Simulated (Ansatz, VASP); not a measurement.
# YF in VASP and in Ansatz

The input INCAR:

```
SYSTEM = YF
ALGO     = Normal         ! electronic algorithm
EDIFF    = 1E-6           ! SCF threshold, eV
ENCUT    = 520            ! plane-wave cutoff, eV
GGA      = PE             ! functional
ISIF     = 2              ! what is computed and relaxed
ISMEAR   = 0              ! smearing method
LASPH    = .True.         ! aspherical terms in the spheres
LCHARG   = .True.         ! write CHGCAR
LELF     = .True.         ! ELF
LREAL    = .False.        ! projectors in reciprocal space
LVHAR    = .True.       
LWAVE    = .False.        ! write WAVECAR
NBANDS   = 26             ! bands
NELM     = 60             ! most SCF steps
PREC     = Accurate       ! precision mode
SIGMA    = 0.1            ! smearing width, eV
```

The input KPOINTS:

```
k-points
0
Gamma
  4 4 4
  0 0 0
```

Contents of POSCAR:

```
YF
1.0
    3.9142846100      0.0000000000      0.0000000000
    0.0000000000      3.9142846100      0.0000000000
    0.0000000000      0.0000000000      5.5356343800
Y F
2 2
Direct
    0.5000000000      0.0000000000      0.7500000000
    0.0000000000      0.5000000000      0.2500000000
    0.0000000000      0.0000000000      0.0000000000
    0.5000000000      0.5000000000      0.0000000000
```

Input for Ansatz:

```yaml
crystal:
  lattice:
    - [3.91428461, 0.0, 0.0]
    - [0.0, 3.91428461, 0.0]
    - [0.0, 0.0, 5.53563438]
  atoms:
    - { symbol: "Y", position: [0.5, 0.0, 0.75] }
    - { symbol: "Y", position: [0.0, 0.5, 0.25] }
    - { symbol: F, position: [0.0, 0.0, 0.0] }
    - { symbol: F, position: [0.5, 0.5, 0.0] }
basis:
  ecutwfc: 420
kpoints:
  mp_grid: { grid: [4, 4, 4] }
hamiltonian:
  xc: pbe
scf:
  occupations: { method: gaussian, width: 0.1 }
  lower_state_search: "off"
output:
  forces: true
  stress: true
  eigenvalues: true
```

Change from the starting cell: ordered vacancies on the anion sites of fluorite (P4/nmm, No. 129).

Alike in both runs: task single point; functional PBE; k mesh 4 × 4 × 4; occupations gaussian, width 0.1 eV; no spin polarisation.

|  | VASP | Ansatz |
| --- | --- | --- |
| version | VASP 6.6.1 | Ansatz 0.2.0 |
| potentials or method | VASP PAW PBE potentials, release 64 (Y_sv, F), cutoff 520 eV | scalar-relativistic, plane waves, PAW |
| valence electrons in the cell | 36 | 36 |

|  | VASP | Ansatz | Ansatz less VASP |
| --- | --- | --- | --- |
| gap on the k mesh at the Fermi level (eV) | none | none | - |
| pressure (GPa) | -3.0 | -2.9 | +0.09 |
| traceless stress, the component that is largest in VASP (GPa) | 1.85 | 1.86 | +0.011 |
| rms of the force components (eV/Å) | 0.333 | 0.327 | -0.0059 |

Atom by atom the forces differ by 0.006 eV/Å (rms over components). A gap of «none» marks a metal or a gap that the smearing closes.

The k mesh is coarse, so the values compare programs but aren't converged.
